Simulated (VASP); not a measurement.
# Os (P6_3/mmc) in VASP: a series of runs, part 2 of 2

VASP 6.6.1.

## (3) Single point, PBE-based screened hybrid with 25 % exact exchange

This run uses another cell than the first one, of 14.54 Å³/atom.

File POSCAR:

```
Os
1.0
    2.7700791260      0.0000000000      0.0000000000
   -1.3850395630      2.3989588936      0.0000000000
    0.0000000000      0.0000000000      4.3765446767
Os
2
Direct
    0.6666666667      0.3333333333      0.7500000000
    0.3333333333      0.6666666667      0.2500000000
```

File INCAR.step1:

```
SYSTEM = Os
  PREC = Accurate
  ENCUT = 520
  EDIFF = 1E-5
  ISMEAR = -1
  SIGMA = 0.05
  LREAL = .False.
  LASPH = .True.
  NELM = 80
  ALGO = Normal
  ISIF = 2
  LWAVE = .True.
  LCHARG = .False.
  NBANDS = 15
  GGA = PE
```

File INCAR.step2:

```
SYSTEM = Os
  PREC = Accurate
  ENCUT = 520
  EDIFF = 1E-6
  ISMEAR = -1
  SIGMA = 0.05
  LREAL = .False.
  LASPH = .True.
  NELM = 80
  ALGO = Normal
  ISIF = 2
  LWAVE = .False.
  LCHARG = .False.
  GGA = PE
  LHFCALC = .True.
  AEXX = 0.25
  HFSCREEN = 0.3
  PRECFOCK = Normal
  NBANDS = 15
  ISTART = 1
```

File KPOINTS:

```
Automatic mesh
0
Gamma
  6 6 3
  0 0 0
```

Potentials or basis: VASP PAW PBE potentials, release 64 (Os).

Launch:

```console
cat potpaw_PBE.64/Os/POTCAR > POTCAR
cp INCAR.step1 INCAR
mpirun -np 1 vasp_std > vasp.out
cp INCAR.step2 INCAR
mpirun -np 1 vasp_std > vasp.out
```

OUTCAR:

```text
SYSTEM = Os
   PREC = Accurate
   ENCUT = 520
   EDIFF = 1E-6
   ISMEAR = -1
   LREAL = .False.
   LASPH = .True.
   NELM = 80
   ISIF = 2
   GGA = PE
   LHFCALC = .True.
   AEXX = 0.25
   HFSCREEN = 0.3
   PRECFOCK = Normal
   ISTART = 1

 ion  position               nearest neighbor table
   1  0.667  0.333  0.750-   2 2.71   2 2.71   2 2.71   2 2.71   2 2.71   2 2.71
   2  0.333  0.667  0.250-   1 2.71   1 2.71   1 2.71   1 2.71   1 2.71   1 2.71

[... 441 lines left out ...]

------------------------ aborting loop because EDIFF is reached ----------------------------------------

  FORCE on cell =-STRESS in cart. coord.  units (eV):
  Direction    XX          YY          ZZ          XY          YZ          ZX
  --------------------------------------------------------------------------------------
  -------------------------------------------------------------------------------------
  Total       -2.9779086     -2.9779086     -3.8585612      0.0000000      0.0000000      0.0000000
  in kB     -164.0497584   -164.0497584   -212.5639579      0.0000000      0.0000000      0.0000000
  external PRESSURE =    -180.2211583 kB  Pullay stress =       0.0000000 kB

 VOLUME and BASIS-vectors are now :
 -----------------------------------------------------------------------------
  energy-cutoff  :      520.00
  volume of cell :       29.08
      direct lattice vectors                 reciprocal lattice vectors
     2.770079126  0.000000000  0.000000000     0.361000518  0.208423746  0.000000000
    -1.385039563  2.398958894  0.000000000     0.000000000  0.416847493  0.000000000
     0.000000000  0.000000000  4.376544677     0.000000000  0.000000000  0.228490756

 POSITION                                       TOTAL-FORCE (eV/Angst)
 -----------------------------------------------------------------------------------
      1.38504      0.79965      3.28241        -0.000000     -0.000000      0.000000
     -0.00000      1.59931      1.09414         0.000000      0.000000      0.000000
 -----------------------------------------------------------------------------------
    total drift:                                0.000000     -0.000000      0.000000

  FREE ENERGIE OF THE ION-ELECTRON SYSTEM (eV)
  ---------------------------------------------------
  free  energy   TOTEN  =       -25.0576748449 eV

  energy  without entropy=      -25.0475005552  energy(sigma->0) =      -25.05258770
```

OUTCAR.step1:

```text
SYSTEM = Os
   PREC = Accurate
   ENCUT = 520
   EDIFF = 1E-5
   ISMEAR = -1
   LREAL = .False.
[... 464 lines left out ...]
      1.38504      0.79965      3.28241         0.000000      0.000000      0.000000
     -0.00000      1.59931      1.09414        -0.000000     -0.000000      0.000000
 -----------------------------------------------------------------------------------
    total drift:                                0.000000     -0.000000     -0.000000

  FREE ENERGIE OF THE ION-ELECTRON SYSTEM (eV)
  ---------------------------------------------------
  free  energy   TOTEN  =       -22.3654041035 eV

  energy  without entropy=      -22.3523093003  energy(sigma->0) =      -22.35885670
```

It took 17 min on 1 thread of Intel Xeon Platinum 8259CL at 2.50GHz (Skylake/Cascade Lake), shared host; peak memory 0.25 GiB.

What came out:

```
Free energy            : -25.0577 eV
Pressure               : -18.0 GPa
Band gap on the k mesh : zero (bands 8 and 9 overlap by 3.97 eV)
```

Caveat: the k points lie up to 0.48 Å⁻¹ apart, too coarse for converged energies and pressures of a metal; the PAW data sets were made with another functional, which shifts forces and pressure a little; spin-orbit coupling is left out, which moves the levels of the heavy elements.

## (4) Single point, PBE-based screened hybrid with 25 % exact exchange

This run uses another cell than the first one, of 14.82 Å³/atom.

File POSCAR:

```
Os
1.0
    2.7877234178      0.0000000000      0.0000000000
   -1.3938617089      2.4142392985      0.0000000000
    0.0000000000      0.0000000000      4.4044215090
Os
2
Direct
    0.6666666667      0.3333333333      0.7500000000
    0.3333333333      0.6666666667      0.2500000000
```

File INCAR.step1:

```
  PREC = Accurate
  ENCUT = 520
  EDIFF = 1E-5
  ISMEAR = -1
  SIGMA = 0.05
  LREAL = False
  LASPH = True
  NELM = 100
  ALGO = Normal
  ISIF = 2
  LWAVE = True
  GGA = PE
  NBANDS = 15
```

File INCAR.step2:

```
  PREC = Accurate
  ENCUT = 520
  EDIFF = 1E-6
  ISMEAR = -1
  SIGMA = 0.05
  LREAL = False
  LASPH = True
  NELM = 100
  ALGO = Normal
  ISIF = 2
  LWAVE = False
  LCHARG = True
  GGA = PE
  LHFCALC = True
  AEXX = 0.25
  HFSCREEN = 0.3
  PRECFOCK = Normal
  LELF = True
  LVHAR = True
  ISTART = 1
  NBANDS = 15
```

File KPOINTS:

```
regular mesh
0
Gamma
  6 6 3
```

Launch:

```console
cat potpaw_PBE.64/Os/POTCAR > POTCAR
cp INCAR.step1 INCAR
mpirun -np 1 vasp_std > vasp.out
cp INCAR.step2 INCAR
mpirun -np 1 vasp_std > vasp.out
```

Run time: 14 min. Hardware: 1 thread of Intel Xeon Platinum 8259CL at 2.50GHz (Skylake/Cascade Lake), shared host; peak memory 0.27 GiB.

It converged, with:

```yaml
Free_energy: -24.9835 eV
Pressure: -24.5 GPa
Band_gap_on_the_k_mesh: zero (bands 8 and 9 overlap by 3.86 eV)
```

Stress tensor (GPa, compression positive):
```
-22.82   0.00   0.00
  0.00 -22.82   0.00
  0.00   0.00 -27.87
```

Levels at points of the mesh, in eV from the Fermi level:
| k point | band 4 | band 5 | band 6 | band 7 | band 8 | band 9 | band 10 | band 11 | band 12 | band 13 |
| --- | --- | --- | --- | --- | --- | --- | --- | --- | --- | --- |
| (0.00, 0.00, 0.00) | -3.17 | -2.84 | -2.37 | -2.37 | -1.76 | -1.76 | -0.12 | 1.73 | 1.73 | 9.32 |
| (0.50, 0.00, 0.00) | -3.78 | -3.05 | -2.76 | -1.95 | 2.10 | 2.65 | 2.67 | 4.53 | 5.86 | 9.67 |

Caveat: the k points lie up to 0.48 Å⁻¹ apart, too coarse for converged energies and pressures of a metal; the PAW data sets were made with another functional, which shifts forces and pressure a little; spin-orbit coupling is left out, which moves the levels of the heavy elements.

## (5) Single point, b88 exchange, pbe correlation

This run uses another cell than the first one, of 13.98 Å³/atom.

File INCAR:

```
SYSTEM = Os
  ALGO = Normal
  EDIFF = 1E-6
  ENCUT = 600
  GGA = LIBXC
  GGA_COMPAT = .FALSE.
  ISIF = 2
  ISMEAR = -1
  LASPH = .TRUE.
  LCHARG = .FALSE.
  LIBXC1 = GGA_X_B88
  LIBXC2 = GGA_C_PBE
  LREAL = .FALSE.
  LWAVE = .FALSE.
  NBANDS = 15
  NELM = 120
  PREC = Accurate
  SIGMA = 0.05
```

File KPOINTS:

```
k-points
0
G
  11 11 6
  0 0 0
```

File POSCAR:

```
Os
1.0
    2.7341000000      0.0000000000      0.0000000000
   -1.3670500000      2.3678000565      0.0000000000
    0.0000000000      0.0000000000      4.3197000000
Os
2
Direct
    0.6666666667      0.3333333333      0.7500000000
    0.3333333333      0.6666666667      0.2500000000
```

Launch:

```console
cat potpaw_PBE.64/Os/POTCAR > POTCAR
mpirun -np 1 vasp_std > vasp.out
```

It took 12 s on 1 thread of Intel Xeon 6975P-C (Granite Rapids), shared host; peak memory 0.16 GiB.

The run converged. Its results:

```yaml
Free_energy: -22.1730 eV
Pressure: 9.2 GPa
Band_gap_on_the_k_mesh: zero (bands 8 and 9 overlap by 3.89 eV)
```

Stress tensor (GPa, compression positive):
```
9.14 0.00 0.00
0.00 9.14 0.00
0.00 0.00 9.24
```

Levels at points of the mesh, in eV from the Fermi level:
| k point | band 5 | band 6 | band 7 | band 8 | band 9 | band 10 | band 11 | band 12 |
| --- | --- | --- | --- | --- | --- | --- | --- | --- |
| (0.00, 0.00, 0.00) | -2.76 | -2.17 | -2.17 | -1.52 | -1.52 | 0.12 | 1.73 | 1.73 |
| (0.00, 0.00, 0.50) | -3.20 | -3.20 | -3.20 | -3.20 | 0.94 | 0.94 | 0.94 | 0.94 |

Caveat: the cell stands under pressure; the PAW data sets were made with another functional, which shifts forces and pressure a little; spin-orbit coupling is left out, which moves the levels of the heavy elements.

## (6) Summary

```csv
level,cell,k mesh,cutoff (eV),grid for exact exchange (PRECFOCK),share of exact exchange,screening parameter,gap on the mesh (eV),pressure (GPa)
PBE-based screened hybrid with 25 % exact exchange,"a = 2.752, b = 2.752, c = 4.348 Å, angles 90.0, 90.0, 120.0°, 2 atoms",6 × 6 × 3,520,Normal,0.25,0.3 1/Å,none,-10.7
PBE-based screened hybrid with 25 % exact exchange,"a = 2.770, b = 2.770, c = 4.377 Å, angles 90.0, 90.0, 120.0°, 2 atoms",6 × 6 × 3,520,Normal,0.25,0.3 1/Å,none,-18.0
PBE-based screened hybrid with 25 % exact exchange,"a = 2.788, b = 2.788, c = 4.404 Å, angles 90.0, 90.0, 120.0°, 2 atoms",6 × 6 × 3,520,Normal,0.25,0.3 1/Å,none,-24.5
"b88 exchange, pbe correlation","a = 2.734, b = 2.734, c = 4.320 Å, angles 90.0, 90.0, 120.0°, 2 atoms",11 × 11 × 6,600,-,-,-,none,9.2
```

Alike in all rows: task single point; potentials or basis VASP PAW PBE potentials, release 64 (Os); no spin polarisation; smearing fermi-dirac 0.05 eV.

Caveats: some runs use coarse meshes; the PAW data sets were made with another functional, which shifts forces and pressure a little; spin-orbit coupling is left out, which moves the levels of the heavy elements; the cell stands under pressure (at least some runs).

Absolute energies hang on the potentials; compare differences alone.
